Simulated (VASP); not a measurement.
The system is CoO.

```
Co O
1.0
     1.50547    0.86918    2.43993
    -1.50547    0.86918    2.43993
     0.00000   -1.73837    2.43993
Co O
1 1
Cartesian
  0.0000 0.0000 0.0000
  0.0000 0.0000 3.6599
```

Base run:

```yaml
Program: VASP 6.6.1
Functional: PBEsol
Potentials_or_basis: VASP PAW PBE potentials, release 64 (Co, O)
Cutoff: 520 eV
k_mesh: 18 × 18 × 18
Occupations: gaussian, width 0.1 eV
Spin: collinear spin, ferromagnetic start
Starting_moments: "[3.0, 1.0] μB"
```

Its results: pressure -9.7 GPa; site moments Co +2.56; O +0.32 μB.

Q: The run is repeated on the same cell with these changes: moments at the start from [3.0, 1.0] to [4.29, 1.9]; fixed moment from none to 7 μB. What comes out?

A: Pressure 118.8 GPa; site moments Co +4.39; O +1.60 μB.

Caveats: the PAW data sets were made with another functional, which shifts forces and pressure a little; a cell with one magnetic atom can't hold antiferromagnetic order, which such compounds often take; the cell stands under tension (at least some runs); the cell stands under pressure (at least some runs); the total moment is fixed, so each spin has its own Fermi level and the state may be an excited one (at least some runs).
